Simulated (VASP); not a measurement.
A run of VASP 6.6.1 is set up as follows.

The input POSCAR:

```
MgO
1.0
    0.0000000000      1.8116322958      1.8116322958
    1.8116322958      0.0000000000      1.8116322958
    1.8116322958      1.8116322958      0.0000000000
Mg O
1 1
Direct
    0.0000000000      0.0000000000      0.0000000000
    0.5000000000      0.5000000000      0.5000000000
```

Contents of INCAR.step1:

```
PREC = Accurate
ENCUT = 520
ISMEAR = 0
SIGMA = 0.05
LREAL = F
LASPH = T
NELM = 60
NBANDS = 11
GGA = PE
ALGO = Normal
EDIFF = 1E-4
LWAVE = T
LCHARG = F
```

The input INCAR.step2:

```
PREC = Accurate
ENCUT = 520
EDIFF = 1E-7
ISMEAR = 0
SIGMA = 0.05
LREAL = F
LASPH = T
NELM = 60
ALGO = Normal
ISIF = 2
LWAVE = F
LCHARG = F
METAGGA = R2SCAN
LMIXTAU = T
NBANDS = 11
ISTART = 1
```

The input KPOINTS:

```
Automatic mesh
0
Gamma
  10 10 10
```

Potentials or basis: VASP PAW PBE potentials, release 64 (Mg, O).

Command:

```sh
$ cat potpaw_PBE.64/Mg/POTCAR potpaw_PBE.64/O/POTCAR > POTCAR
$ cp INCAR.step1 INCAR
$ mpirun -np 1 vasp_std > vasp.out
$ cp INCAR.step2 INCAR
$ mpirun -np 1 vasp_std > vasp.out
```

What does it give for the pressure?

188.5 GPa.

Predict the band gap on the k mesh.

10.16 eV, indirect (least direct gap 11.63 eV).

Caveat: the PAW data sets were made with another functional, which shifts forces and pressure a little. A k mesh can miss the band edges.
